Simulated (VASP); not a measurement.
# SiC (P3_221) in VASP: relaxation of cell and atoms with PBE

Aim: the relaxation of cell and atoms of SiC with PBE.

Program: VASP 6.6.1. These are calculated values, not measurements. Logs are shortened: lines on timing, memory, paths and dates and some standing lists are left out, and cuts for length are marked.

**1. The cell of the first run**

The structure is trigonal, space group P3_221 (No. 154). The conventional cell has a = 4.913 Å, b = 4.913 Å, c = 2.996 Å, α = 90.00°, β = 90.00°, γ = 120.00°. Within 2.5 Å of Si (site symmetry 2) lie 4 C at 1.91 to 1.93 Å. Within 2.5 Å of C (site symmetry 2) lie 4 Si at 1.91 to 1.93 Å.

The cell was built from a structure type or drawn by symmetry, and may not be a known phase.

**2. Relaxation of cell and atoms, PBE**

The input, INCAR:

```
SYSTEM = SiC
PREC = Accurate
ENCUT = 600
EDIFF = 1E-7
ISMEAR = 0
SIGMA = 0.02
LREAL = .False.
LASPH = .True.
NELM = 100
ALGO = Normal
ISIF = 3
LWAVE = .False.
LCHARG = .False.
GGA = PE
IBRION = 2
NSW = 100
EDIFFG = -0.01
```

The input, KPOINTS:

```
regular mesh
0
Gamma
  6 6 10
  0 0 0
```

The input, POSCAR:

```
SiC
1.0
    4.9132015165      0.0000000000      0.0000000000
   -2.4566007582      4.2549573272      0.0000000000
    0.0000000000      0.0000000000      2.9961199183
Si C
3 3
Direct
    0.6147472453      0.0000000000      0.6666666667
    0.0000000000      0.6147472453      0.3333333333
    0.3852527547      0.3852527547      0.0000000000
    0.3723103625      0.0000000000      0.1666666667
    0.0000000000      0.3723103625      0.8333333333
    0.6276896375      0.6276896375      0.5000000000
```

Potentials or basis: VASP PAW PBE potentials, release 64 (Si, C).

The run is started by

```bash
$ cat potpaw_PBE.64/Si/POTCAR potpaw_PBE.64/C/POTCAR > POTCAR
$ mpirun -np 1 vasp_std > vasp.out
```

OUTCAR:

```text
SYSTEM = SiC
   PREC = Accurate
   ENCUT = 600
   EDIFF = 1E-7
   ISMEAR = 0
   LREAL = .False.
   LASPH = .True.
   NELM = 100
   ISIF = 3
   GGA = PE
   IBRION = 2
   NSW = 100
   EDIFFG = -0.01

 ion  position               nearest neighbor table
   1  0.615  0.000  0.667-   4 1.91   4 1.91   5 1.93   6 1.93   3 2.83   3 2.83   2 2.83   2 2.83

   2  0.000  0.615  0.333-   5 1.91   5 1.91   4 1.93   6 1.93   3 2.83   3 2.83   1 2.83   1 2.83

   3  0.385  0.385  0.000-   6 1.91   6 1.91   4 1.93   5 1.93   1 2.83   2 2.83   1 2.83   2 2.83

   4  0.372  0.000  0.167-   1 1.91   1 1.91   2 1.93   3 1.93
   5  0.000  0.372  0.833-   2 1.91   2 1.91   1 1.93   3 1.93
   6  0.628  0.628  0.500-   3 1.91   3 1.91   1 1.93   2 1.93

  LATTYP: Found a hexagonal cell.
 ALAT       =     4.9132015165
 C/A-ratio  =     0.6098101021

  Lattice vectors:

 A1 = (   4.9132015165,   0.0000000000,   0.0000000000)
 A2 = (  -2.4566007582,   4.2549573272,   0.0000000000)
 A3 = (   0.0000000000,   0.0000000000,   2.9961199183)

Analysis of symmetry for initial positions (statically):
=====================================================================
 Subroutine PRICEL returns:
 Original cell was already a primitive cell.

 Routine SETGRP: Setting up the symmetry group for a
 hexagonal supercell.

 Subroutine GETGRP returns: Found  6 space group operations
 (whereof  2 operations were pure point group operations)
 out of a pool of 24 trial point group operations.

The static configuration has the point symmetry C_2 .
 The point group associated with its full space group is D_3 .

Analysis of symmetry for dynamics (positions and initial velocities):
=====================================================================
 Subroutine PRICEL returns:
 Original cell was already a primitive cell.

 Routine SETGRP: Setting up the symmetry group for a
 hexagonal supercell.

 Subroutine GETGRP returns: Found  6 space group operations
 (whereof  2 operations were pure point group operations)
 out of a pool of 24 trial point group operations.

The dynamic configuration has the point symmetry C_2 .
 The point group associated with its full space group is D_3 .

 Subroutine INISYM returns: Found  6 space group operations
 (whereof  2 operations are pure point group operations),
 and found     1 'primitive' translations

----------------------------------------------------------------------------------------

                                     Primitive cell

  volume of cell :      62.6353

  direct lattice vectors                    reciprocal lattice vectors
     4.913201517  0.000000000  0.000000000     0.203533276  0.117509992  0.000000000
    -2.456600758  4.254957327  0.000000000     0.000000000  0.235019983  0.000000000
     0.000000000  0.000000000  2.996119918     0.000000000  0.000000000  0.333765012

  length of vectors
     4.913201517  4.913201516  2.996119918     0.235019983  0.235019983  0.333765012

  position of ions in fractional coordinates (direct lattice)
     0.614747245  0.000000000  0.666666667
     1.000000000  0.614747245  0.333333333
     0.385252755  0.385252755  0.000000000
     0.372310363  0.000000000  0.166666667
     1.000000000  0.372310363  0.833333333
     0.627689637  0.627689637  0.500000000

  ion indices of the primitive-cell ions
   primitive index   ion index
                 1           1
                 2           2
                 3           3
                 4           4
[... 78 lines left out ...]
   IBRION =      2    ionic relax: 0-MD 1-quasi-New 2-CG
   NFREE  =      1    steps in history (QN), initial steepest desc. (CG)
   ISIF   =      3    stress and relaxation
   ISYM   =      2    0-nonsym 1-usesym 2-fastsym
   POTIM  = 0.5000    time-step for ionic-motion
   TEBEG  =    0.0;   TEEND  =   0.0 temperature during run
   PSTRESS=    0.0 pullay stress
   NELECT =      24.0000    total number of electrons
   NUPDOWN=      -1.0000    fix difference up-down
   EMIN   =  10.00;   EMAX   =-10.00  energy-range for DOS
   EFERMI =   0.00;   METHOD = LEGACY
   ISMEAR =     0;   SIGMA  =   0.02  broadening in eV -4-tet -1-fermi 0-gaus
   EFERMI_NEDOS =   21; number of points for ismear=-14 and -15
   IALGO  =     38    algorithm
   IMIX   =      4    mixing-type and parameters
     AMIX     =   0.40;   BMIX     =  1.00
     AMIX_MAG =   1.60;   BMIX_MAG =  1.00
  volume/ion in A,a.u.               =      10.44        70.45
  Fermi-wavevector in a.u.,A,eV,Ry     =   1.189065  2.247007 19.236944  1.413876
  Thomas-Fermi vector in A             =   2.325181
   LORBIT       =      0    0 simple, 1 ext, 2 COOP (PROOUT), +10 PAW based schemes
   GGA     = PE    functional components
   LHFCALC =     F    Hartree Fock is set to
   AEXX    =    0.0000 exact exchange contribution
   IVDW    =     0    specifies the selected vdW correction
   LEPSILON=     F    determine dielectric tensor
   LRPA    =     F    only Hartree local field effects (RPA)
 conjugate gradient relaxation of ions
 non-spin polarized calculation
 Gauss-broadening in eV      SIGMA  =   0.02
  energy-cutoff  :      600.00
  volume of cell :       62.64
 maximum number of plane-waves:      2111
 NGX is ok and might be reduce to    40
   NGX = 19   NGY = 19   NGZ = 11

--------------------------------------- Ionic step        1  -------------------------------------------

 number of electron      24.0000003 magnetization

 Free energy of the ion-electron system (eV)
  ---------------------------------------------------
  ext. energy  EPLUGINS =         0.00000000
  ---------------------------------------------------
  free energy    TOTEN  =       -42.98989614 eV

  energy without entropy =      -42.98989614  energy(sigma->0) =      -42.98989614

------------------------ aborting loop because EDIFF is reached ----------------------------------------

  FORCE on cell =-STRESS in cart. coord.  units (eV):
  Direction    XX          YY          ZZ          XY          YZ          ZX
  --------------------------------------------------------------------------------------
  -------------------------------------------------------------------------------------
  Total       -0.0318023     -0.0318023     -0.0676914     -0.0000000     -0.0000000      0.0000000
  in kB       -0.8134873     -0.8134873     -1.7315110     -0.0000000     -0.0000000      0.0000000
  external PRESSURE =      -1.1194952 kB  Pullay stress =       0.0000000 kB

 VOLUME and BASIS-vectors are now :
 -----------------------------------------------------------------------------
  energy-cutoff  :      600.00
  volume of cell :       62.64
      direct lattice vectors                 reciprocal lattice vectors
     4.913201517  0.000000000  0.000000000     0.203533276  0.117509992  0.000000000
    -2.456600758  4.254957327  0.000000000     0.000000000  0.235019983  0.000000000
     0.000000000  0.000000000  2.996119918     0.000000000  0.000000000  0.333765012

 POSITION                                       TOTAL-FORCE (eV/Angst)
 -----------------------------------------------------------------------------------
      3.02038      0.00000      1.99741         0.002773      0.000000      0.000000
     -1.51019      2.61572      0.99871        -0.001387      0.002402      0.000000
      0.94641      1.63923      0.00000        -0.001387     -0.002402     -0.000000
      1.82924      0.00000      0.49935        -0.009327      0.000000     -0.000000
     -0.91462      1.58416      2.49677         0.004664     -0.008078     -0.000000
      1.54198      2.67079      1.49806         0.004664      0.008078     -0.000000
 -----------------------------------------------------------------------------------
    total drift:                               -0.000000     -0.000000     -0.000000

  FREE ENERGIE OF THE ION-ELECTRON SYSTEM (eV)
  ---------------------------------------------------
  free  energy   TOTEN  =       -42.9898961435 eV

  energy  without entropy=      -42.9898961435  energy(sigma->0) =      -42.98989614

--------------------------------------- Ionic step        2  -------------------------------------------

 number of electron      24.0000003 magnetization

 Free energy of the ion-electron system (eV)
  ---------------------------------------------------
  ext. energy  EPLUGINS =         0.00000000
  ---------------------------------------------------
  free energy    TOTEN  =       -42.98991598 eV

  energy without entropy =      -42.98991598  energy(sigma->0) =      -42.98991598

 E-fermi :   8.4429     XC(G=0): -11.3554

 val. band max:        8.3425232419   @ k =   0.0000   0.0000   0.0000
 cond. band min:       9.5476602485   @ k =   0.0000   0.0000   0.4000
 fundamental gap:      1.2051370066
 Fermi energy:         8.4428552267

 k-point     1 :       0.0000    0.0000    0.0000
  band No.  band energies     occupation
      1      -7.4762      2.00000
      2      -2.5616      2.00000
      3      -2.5616      2.00000
      4       0.5749      2.00000
      5       0.7046      2.00000
      6       0.7046      2.00000
[... 433 lines left out ...]
      3      -2.8708      2.00000
      4       0.8075      2.00000
      5       1.3857      2.00000
      6       3.0956      2.00000
[... 8 lines left out ...]
     15      13.8325      0.00000
     16      14.2217      0.00000

 [... further k-points ...]
[... 5 lines left out ...]
  --------------------------------------------------------------------------------------
  -------------------------------------------------------------------------------------
  Total        0.0327861      0.0327861      0.0416224      0.0000000     -0.0000000     -0.0000000
  in kB        0.8395381      0.8395381      1.0658042      0.0000000     -0.0000000     -0.0000000
  external PRESSURE =       0.9149601 kB  Pullay stress =       0.0000000 kB

 VOLUME and BASIS-vectors are now :
 -----------------------------------------------------------------------------
  energy-cutoff  :      600.00
  volume of cell :       62.57
      direct lattice vectors                 reciprocal lattice vectors
     4.911945187 -0.000000000  0.000000000     0.203585334  0.117540047  0.000000000
    -2.455972593  4.253869314 -0.000000000     0.000000000  0.235080094  0.000000000
     0.000000000 -0.000000000  2.994489223    -0.000000000 -0.000000000  0.333946769

 POSITION                                       TOTAL-FORCE (eV/Angst)
 -----------------------------------------------------------------------------------
      3.01974     -0.00000      1.99633         0.000818     -0.000000      0.000000
      3.40208      2.61517      0.99816        -0.000409      0.000709     -0.000000
      0.94610      1.63870      2.99449        -0.000409     -0.000709     -0.000000
      1.82832     -0.00000      0.49908        -0.005521      0.000000     -0.000000
     -0.91416      1.58337      2.49541         0.002761     -0.004781      0.000000
      1.54181      2.67050      1.49724         0.002761      0.004781      0.000000
 -----------------------------------------------------------------------------------
    total drift:                               -0.000000     -0.000000     -0.000000

  FREE ENERGIE OF THE ION-ELECTRON SYSTEM (eV)
  ---------------------------------------------------
  free  energy   TOTEN  =       -42.9899159826 eV

  energy  without entropy=      -42.9899159826  energy(sigma->0) =      -42.98991598

 reached required accuracy - stopping structural energy minimisation
```

It took 55 s on 1 thread of Intel Xeon Platinum 8259CL at 2.50GHz (Skylake/Cascade Lake), shared host; peak memory 0.22 GiB.

What came out:

```
Free energy                           : -42.9899 eV
Relaxed volume                        : 10.43 Å³/atom
Relaxed cell                          : a = 4.912 Å, b = 4.912 Å, c = 2.994 Å, α = 90.00°, β = 90.00°, γ = 120.00°
Space group after relaxing (to 0.1 Å) : P3_221 (No. 154)
Energy gained by relaxing             : 0.0 meV/atom
Ionic steps                           : 2
Pressure after relaxing               : 0.1 GPa
Largest force after relaxing          : 0.006 eV/Å
Band gap on the k mesh                : 1.21 eV (least direct gap 2.98 eV)
```

Forces on the atoms (eV/Å):
```
Si   0.001  0.000  0.000
Si   0.000  0.001  0.000
Si   0.000 -0.001  0.000
C   -0.006  0.000  0.000
C    0.003 -0.005  0.000
C    0.003  0.005  0.000
```

Final structure:
```cif
data_structure
_symmetry_space_group_name_H-M 'P 1'
_symmetry_Int_Tables_number 1
_cell_length_a 4.9119
_cell_length_b 4.9119
_cell_length_c 2.9945
_cell_angle_alpha 90.000
_cell_angle_beta 90.000
_cell_angle_gamma 120.000
_cell_volume 62.57
loop_
_atom_site_label
_atom_site_type_symbol
_atom_site_fract_x
_atom_site_fract_y
_atom_site_fract_z
_atom_site_occupancy
Si1 Si 0.61477 0.00000 0.66667 1
Si2 Si 0.00000 0.61477 0.33333 1
Si3 Si 0.38523 0.38523 0.00000 1
C1 C 0.37222 0.00000 0.16667 1
C2 C 0.00000 0.37222 0.83333 1
C3 C 0.62778 0.62778 0.50000 1
```

A k mesh can miss the band edges.
